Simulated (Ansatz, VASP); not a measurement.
One calculation of CuI, two programs

INCAR

```
SYSTEM = CuI
ALGO = Normal
EDIFF = 1E-7
ENCUT = 520
GGA = PE
ISIF = 2
ISMEAR = 0
LASPH = .True.
LCHARG = .False.
LREAL = .False.
LWAVE = .False.
NBANDS = 16
NELM = 60
PREC = Accurate
SIGMA = 0.017
```

KPOINTS

```
k-points
0
Gamma
  8 8 8
  0 0 0
```

The input POSCAR:

```
CuI
1.0
    0.0000000000      3.0315000000      3.0315000000
    3.0315000000      0.0000000000      3.0315000000
    3.0315000000      3.0315000000      0.0000000000
I Cu
1 1
Direct
    0.0000000000      0.0000000000      0.0000000000
    0.7500000000      0.7500000000      0.7500000000
```

The input input.yaml:

```yaml
crystal:
  lattice:
    - [0.0, 3.0315, 3.0315]
    - [3.0315, 0.0, 3.0315]
    - [3.0315, 3.0315, 0.0]
  atoms:
    - { symbol: I, position: [0.0, 0.0, 0.0] }
    - { symbol: Cu, position: [0.75, 0.75, 0.75] }
kpoints:
  mp_grid: { grid: [8, 8, 8] }
scf:
  occupations: { method: gaussian, width: 0.017 }
hamiltonian:
  xc: pbe
  pseudopotentials: { kind: all_electron, lapw: { basis_error: 0.001 } }
output:
  forces: true
  stress: true
  eigenvalues: true
```

Alike in both runs: task single point; functional PBE; k mesh 8 × 8 × 8; occupations gaussian, width 0.017 eV; no spin polarisation.

```csv
,VASP,Ansatz
version,VASP 6.6.1,Ansatz 0.2.0
potentials or method,"VASP PAW PBE potentials, release 64 (I, Cu), cutoff 520 eV","all-electron LAPW, scalar-relativistic"
```

```tsv
	VASP	Ansatz	Ansatz less VASP
gap on the k mesh at the Fermi level (eV)	1.14	1.12	-0.022
least direct gap on the mesh (eV)	1.14	1.12	-0.022
pressure (GPa)	0.3	0.3	-0.01
```

Ansatz ran all-electron here, and VASP with PAW potentials.

Neither program's run includes spin-orbit coupling.
